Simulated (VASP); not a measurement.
A run of VASP 6.6.1:

The input INCAR:

```
SYSTEM = LiTe3P4
  ALGO = Normal
  EDIFF = 1E-6
  ENCUT = 520
  GGA = PE
  ISIF = 2
  ISMEAR = 0
  LASPH = .True.
  LCHARG = .False.
  LREAL = .False.
  LWAVE = .False.
  NBANDS = 30
  NELM = 100
  PREC = Accurate
  SIGMA = 0.1
```

File KPOINTS:

```
k-points
0
Gamma
  4 4 4
  0 0 0
```

Contents of POSCAR:

```
LiTe3P4
1.0
    5.5115499658      0.0000000000      0.0000000000
    0.0000000000      5.5115499658      0.0000000000
    0.0000000000      0.0000000000      5.5115499658
Li Te P
1 3 4
Direct
    0.5000000000      0.5000000000      0.5000000000
    0.0000000000      0.5000000000      0.5000000000
    0.5000000000      0.0000000000      0.5000000000
    0.5000000000      0.5000000000      0.0000000000
    0.5000000000      0.0000000000      0.0000000000
    0.0000000000      0.5000000000      0.0000000000
    0.0000000000      0.0000000000      0.5000000000
    0.0000000000      0.0000000000      0.0000000000
```

Potentials or basis: VASP PAW PBE potentials, release 64 (Li_sv, Te, P).

The run is started by

```bash
$ cat potpaw_PBE.64/Li_sv/POTCAR potpaw_PBE.64/Te/POTCAR potpaw_PBE.64/P/POTCAR > POTCAR
$ mpirun -np 1 vasp_std > vasp.out
```

Hardware: 1 thread of Intel(R) Xeon(R) Platinum 8488C (Sapphire Rapids), on a shared host.

**Question.** Estimate the wall time of this run.

**Answer.** It took 50 s on 1 thread of Intel(R) Xeon(R) Platinum 8488C (Sapphire Rapids), with other jobs on the host, peak memory 0.27 GiB. Counts: scf iterations 14, k points 10.
